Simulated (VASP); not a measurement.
# BaS (Fm-3m) in VASP: notebook

Aim: see how the results for BaS move with the level of theory and the settings. Levels: PBE, PBE-based global hybrid with 15 % exact exchange. Tasks: single point.

Everything below comes from runs of VASP 6.6.1. Logs are shortened: lines on timing, memory, paths and dates and some standing lists are left out, and cuts for length are marked.

## (1) The cell of the first run

The structure is cubic, space group Fm-3m (No. 225). Conventional cell: a = 6.388 Å, b = 6.388 Å, c = 6.388 Å, α = 90.00°, β = 90.00°, γ = 90.00°. Within 4.2 Å of Ba (site symmetry m-3m) lie 6 S at 3.19 Å. S (site symmetry m-3m) has 6 Ba at 3.19 Å within 4.2 Å.

## (2) Single point, PBE

INCAR

```
ALGO     = Normal         # electronic algorithm
EDIFF    = 1E-6           # SCF threshold, eV
ENCUT    = 520            # plane-wave cutoff, eV
GGA      = PE             # functional
ISIF     = 2              # what is computed and relaxed
ISMEAR   = 0              # smearing method
LASPH    = True           # aspherical terms in the spheres
LCHARG   = True           # write CHGCAR
LELF     = True           # ELF
LREAL    = False          # projectors in reciprocal space
LVHAR    = True         
LWAVE    = False          # write WAVECAR
NBANDS   = 15             # bands
NELM     = 80             # most SCF steps
PREC     = Accurate       # precision mode
SIGMA    = 0.05           # smearing width, eV
```

KPOINTS

```
k-points
0
Gamma
  4 4 4
```

POSCAR

```
BaS
1.0
    0.0000000000      3.1937508250      3.1937508250
    3.1937508250      0.0000000000      3.1937508250
    3.1937508250      3.1937508250      0.0000000000
Ba S
1 1
Direct
    0.5000000000      0.5000000000      0.5000000000
    0.0000000000      0.0000000000      0.0000000000
```

Potentials or basis: VASP PAW PBE potentials, release 64 (Ba_sv, S).

On the command line:

```bash
> cat potpaw_PBE.64/Ba_sv/POTCAR potpaw_PBE.64/S/POTCAR > POTCAR
> mpirun -np 1 vasp_std > vasp.out
```

OUTCAR:

```text
EDIFF = 1E-6
   ENCUT = 520
   GGA = PE
   ISIF = 2
   ISMEAR = 0
   LASPH = True
   LREAL = False
   NELM = 80
   PREC = Accurate

 ion  position               nearest neighbor table
   1  0.500  0.500  0.500-   2 3.19   2 3.19   2 3.19   2 3.19   2 3.19   2 3.19
   2  0.000  0.000  0.000-   1 3.19   1 3.19   1 3.19   1 3.19   1 3.19   1 3.19

  LATTYP: Found a face centered cubic cell.
 ALAT       =     6.3875016500

  Lattice vectors:

 A1 = (   0.0000000000,   3.1937508250,   3.1937508250)
 A2 = (   3.1937508250,   0.0000000000,   3.1937508250)
 A3 = (   3.1937508250,   3.1937508250,   0.0000000000)

Analysis of symmetry for initial positions (statically):
=====================================================================
 Subroutine PRICEL returns:
 Original cell was already a primitive cell.

 Routine SETGRP: Setting up the symmetry group for a
 face centered cubic supercell.

 Subroutine GETGRP returns: Found 48 space group operations
 (whereof 48 operations were pure point group operations)
 out of a pool of 48 trial point group operations.

The static configuration has the point symmetry O_h .

Analysis of symmetry for dynamics (positions and initial velocities):
=====================================================================
 Subroutine PRICEL returns:
 Original cell was already a primitive cell.

 Routine SETGRP: Setting up the symmetry group for a
 face centered cubic supercell.

 Subroutine GETGRP returns: Found 48 space group operations
 (whereof 48 operations were pure point group operations)
 out of a pool of 48 trial point group operations.

The dynamic configuration has the point symmetry O_h .

 Subroutine INISYM returns: Found 48 space group operations
 (whereof 48 operations are pure point group operations),
 and found     1 'primitive' translations

----------------------------------------------------------------------------------------

                                     Primitive cell

  volume of cell :      65.1528

  direct lattice vectors                    reciprocal lattice vectors
     0.000000000  3.193750825  3.193750825    -0.156555733  0.156555733  0.156555733
     3.193750825  0.000000000  3.193750825     0.156555733 -0.156555733  0.156555733
     3.193750825  3.193750825  0.000000000     0.156555733  0.156555733 -0.156555733

  length of vectors
     4.516645732  4.516645732  4.516645732     0.271162483  0.271162483  0.271162483

  position of ions in fractional coordinates (direct lattice)
     0.500000000  0.500000000  0.500000000
     0.000000000  0.000000000  0.000000000

  ion indices of the primitive-cell ions
   primitive index   ion index
                 1           1
                 2           2

----------------------------------------------------------------------------------------

 KPOINTS: k-points

Automatic generation of k-mesh.
 Grid dimensions read from file:
 generate k-points for:    4    4    4

 Generating k-lattice:

  Cartesian coordinates                     Fractional coordinates (reciprocal lattice)
    -0.039138933  0.039138933  0.039138933     0.250000000  0.000000000  0.000000000
     0.039138933 -0.039138933  0.039138933     0.000000000  0.250000000  0.000000000
     0.039138933  0.039138933 -0.039138933     0.000000000  0.000000000  0.250000000

  Length of vectors
     0.067790621  0.067790621  0.067790621

  Shift w.r.t. Gamma in fractional coordinates (k-lattice)
     0.000000000  0.000000000  0.000000000

 Subroutine IBZKPT returns following result:
 ===========================================

 Found      8 irreducible k-points:

 Following reciprocal coordinates:
            Coordinates               Weight
  0.000000  0.000000  0.000000      1.000000
  0.250000  0.000000  0.000000      8.000000
  0.500000  0.000000  0.000000      4.000000
  0.250000  0.250000  0.000000      6.000000
  0.500000  0.250000  0.000000     24.000000
 -0.250000  0.250000  0.000000     12.000000
  0.500000  0.500000  0.000000      3.000000
 -0.250000  0.500000  0.250000      6.000000
   k-points           NKPTS =      8   k-points in BZ     NKDIM =      8   number of bands    NBANDS=     15
   number of dos      NEDOS =    301   number of ions     NIONS =      2
   total plane-waves  NPLWV =  46656
   dimension x,y,z NGX =    36 NGY =   36 NGZ =   36
   dimension x,y,z NGXF=    72 NGYF=   72 NGZF=   72
   ions per type =               1   1
   NGX,Y,Z   is equivalent  to a cutoff of  13.25, 13.25, 13.25 a.u.
   NGXF,Y,Z  is equivalent  to a cutoff of  26.50, 26.50, 26.50 a.u.
 SYSTEM =  unknown system
   PREC   = accura    normal or accurate (medium, high low for compatibility)
   ISTART =      0    job   : 0-new  1-cont  2-samecut
   ICHARG =      2    charge: 1-file 2-atom 10-const
   ISPIN  =      1    spin polarized calculation?
   LNONCOLLINEAR =      F non collinear calculations
   LSORBIT =      F    spin-orbit coupling
   LASPH  =      T    aspherical Exc in radial PAW
   ENCUT  =  520.0 eV  38.22 Ry    6.18 a.u.   8.40  8.40  8.40*2*pi/ulx,y,z
   NELM   =     80;   NELMIN=  2; NELMDL= -5     # of ELM steps
   EDIFF  = 0.1E-05   stopping-criterion for ELM
   LREAL  =      F    real-space projection
   EDIFFG = 0.1E-04   stopping-criterion for IOM
   NSW    =      0    number of steps for IOM
   IBRION =     -1    ionic relax: 0-MD 1-quasi-New 2-CG
   NFREE  =      0    steps in history (QN), initial steepest desc. (CG)
   ISIF   =      2    stress and relaxation
   ISYM   =      2    0-nonsym 1-usesym 2-fastsym
   POTIM  = 0.5000    time-step for ionic-motion
   TEBEG  =    0.0;   TEEND  =   0.0 temperature during run
   PSTRESS=    0.0 pullay stress
   NELECT =      16.0000    total number of electrons
   NUPDOWN=      -1.0000    fix difference up-down
   EMIN   =  10.00;   EMAX   =-10.00  energy-range for DOS
   EFERMI =   0.00;   METHOD = LEGACY
   ISMEAR =     0;   SIGMA  =   0.05  broadening in eV -4-tet -1-fermi 0-gaus
   EFERMI_NEDOS =   21; number of points for ismear=-14 and -15
   IALGO  =     38    algorithm
   IMIX   =      4    mixing-type and parameters
     AMIX     =   0.40;   BMIX     =  1.00
     AMIX_MAG =   1.60;   BMIX_MAG =  1.00
  volume/ion in A,a.u.               =      32.58       219.84
  Fermi-wavevector in a.u.,A,eV,Ry     =   1.025189  1.937326 14.299884  1.051012
  Thomas-Fermi vector in A             =   2.159016
   LORBIT       =      0    0 simple, 1 ext, 2 COOP (PROOUT), +10 PAW based schemes
   GGA     = PE    functional components
   LHFCALC =     F    Hartree Fock is set to
   AEXX    =    0.0000 exact exchange contribution
   IVDW    =     0    specifies the selected vdW correction
   LEPSILON=     F    determine dielectric tensor
   LRPA    =     F    only Hartree local field effects (RPA)
 non-spin polarized calculation
 Gauss-broadening in eV      SIGMA  =   0.05
  energy-cutoff  :      520.00
  volume of cell :       65.15
 maximum number of plane-waves:      1807
 NGX is ok and might be reduce to    36
   NGX = 17   NGY = 17   NGZ = 17

 number of electron      16.0000001 magnetization

 Free energy of the ion-electron system (eV)
  ---------------------------------------------------
  ext. energy  EPLUGINS =         0.00000000
  ---------------------------------------------------
  free energy    TOTEN  =       -10.17970651 eV

  energy without entropy =      -10.17970651  energy(sigma->0) =      -10.17970651

 E-fermi :   1.7170     XC(G=0):  -8.6241

 val. band max:        1.4601099372   @ k =   0.0000   0.0000   0.0000
 cond. band min:       3.5621010773   @ k =   0.5000   0.5000   0.0000
 fundamental gap:      2.1019911401
 Fermi energy:         1.7169848040

 k-point     1 :       0.0000    0.0000    0.0000
  band No.  band energies     occupation
      1     -24.6226      2.00000
      2      -9.6781      2.00000
      3      -9.6781      2.00000
      4      -9.6781      2.00000
      5      -8.8992      2.00000
      6       1.4601      2.00000
      7       1.4601      2.00000
      8       1.4601      2.00000
      9       5.0566      0.00000
     10       5.3229      0.00000
     11       5.3229      0.00000
     12       5.3229      0.00000
     13       6.2487      0.00000
     14       6.2487      0.00000
     15      10.1919      0.00000

 k-point     2 :       0.2500    0.0000    0.0000
  band No.  band energies     occupation
      1     -24.6004      2.00000
      2     -10.4064      2.00000
      3      -9.6975      2.00000
      4      -9.6975      2.00000
      5      -8.1226      2.00000
      6       0.3112      2.00000
      7       0.8329      2.00000
      8       0.8329      2.00000
      9       5.5576      0.00000
     10       6.2088      0.00000
     11       6.2088      0.00000
     12       6.8434      0.00000
     13       7.8428      0.00000
     14       7.8428      0.00000
     15      12.0485      0.00000

 k-point     3 :       0.5000    0.0000    0.0000
  band No.  band energies     occupation
      1     -24.5779      2.00000
      2     -10.8137      2.00000
      3      -9.7164      2.00000
      4      -9.7164      2.00000
      5      -7.6601      2.00000
      6      -0.4777      2.00000
      7       0.3722      2.00000
      8       0.3722      2.00000
      9       6.9984      0.00000
     10       7.1478      0.00000
     11       7.7610      0.00000
     12       7.7610      0.00000
     13      10.3919      0.00000
     14      10.3921      0.00000
     15      10.4288      0.00000
[... 55 lines left out ...]
 k-point     7 :       0.5000    0.5000    0.0000
  band No.  band energies     occupation
      1     -24.5648      2.00000
      2     -10.1618      2.00000
      3      -9.8692      2.00000
      4      -9.8692      2.00000
      5      -8.8071      2.00000
      6       0.9354      2.00000
      7       1.3231      2.00000
      8       1.3231      2.00000
      9       3.5621      0.00000
     10       7.3883      0.00000
     11       7.4813      0.00000
     12       8.9474      0.00000
     13       8.9474      0.00000
     14       9.0959      0.00000
     15      10.0177      0.00000

 k-point     8 :      -0.2500    0.5000    0.2500
  band No.  band energies     occupation
      1     -24.5643      2.00000
      2     -10.2107      2.00000
      3     -10.0185      2.00000
      4     -10.0185      2.00000
      5      -8.2669      2.00000
      6       0.3404      2.00000
      7       0.9671      2.00000
      8       0.9671      2.00000
      9       5.7427      0.00000
     10       5.7427      0.00000
     11       7.7496      0.00000
     12       8.3393      0.00000
     13       8.9713      0.00000
     14      10.9957      0.00000
     15      12.0949      0.00000

------------------------ aborting loop because EDIFF is reached ----------------------------------------

  FORCE on cell =-STRESS in cart. coord.  units (eV):
  Direction    XX          YY          ZZ          XY          YZ          ZX
  --------------------------------------------------------------------------------------
  -------------------------------------------------------------------------------------
  Total        0.5971088      0.5971088      0.5971088     -0.0000000     -0.0000000      0.0000000
  in kB       14.6835464     14.6835464     14.6835464     -0.0000000     -0.0000000      0.0000000
  external PRESSURE =      14.6835464 kB  Pullay stress =       0.0000000 kB

 VOLUME and BASIS-vectors are now :
 -----------------------------------------------------------------------------
  energy-cutoff  :      520.00
  volume of cell :       65.15
      direct lattice vectors                 reciprocal lattice vectors
     0.000000000  3.193750825  3.193750825    -0.156555733  0.156555733  0.156555733
     3.193750825  0.000000000  3.193750825     0.156555733 -0.156555733  0.156555733
     3.193750825  3.193750825  0.000000000     0.156555733  0.156555733 -0.156555733

 POSITION                                       TOTAL-FORCE (eV/Angst)
 -----------------------------------------------------------------------------------
      3.19375      3.19375      3.19375         0.000000      0.000000     -0.000000
      0.00000      0.00000      0.00000        -0.000000     -0.000000      0.000000
 -----------------------------------------------------------------------------------
    total drift:                                0.000000      0.000000      0.000000

  FREE ENERGIE OF THE ION-ELECTRON SYSTEM (eV)
  ---------------------------------------------------
  free  energy   TOTEN  =       -10.1797065058 eV

  energy  without entropy=      -10.1797065058  energy(sigma->0) =      -10.17970651
```

Run time: 16 s. Hardware: 1 thread of AMD EPYC 7R13 (Zen 3), shared host; peak memory 0.17 GiB.

What came out:

- Free energy: -10.1797 eV
- Pressure: 1.5 GPa
- Band gap on the k mesh: 2.10 eV (least direct gap 2.24 eV)

Levels at points of the mesh, in eV from the valence-band top:
```csv
k point,band 4,band 5,band 6,band 7,band 8,band 9,band 10,band 11,band 12,band 13
"(0.00, 0.00, 0.00)",-11.14,-10.36,0.00,0.00,0.00,3.60,3.86,3.86,3.86,4.79
"(0.50, 0.00, 0.00)",-11.18,-9.12,-1.94,-1.09,-1.09,5.54,5.69,6.30,6.30,8.93
"(0.50, 0.50, 0.00)",-11.33,-10.27,-0.52,-0.14,-0.14,2.10,5.93,6.02,7.49,7.49
```

Caveat: the k points lie up to 0.43 Å⁻¹ apart; spin-orbit coupling is left out, which moves the levels of the heavy elements.

(Part 1 of 2 ends here.)
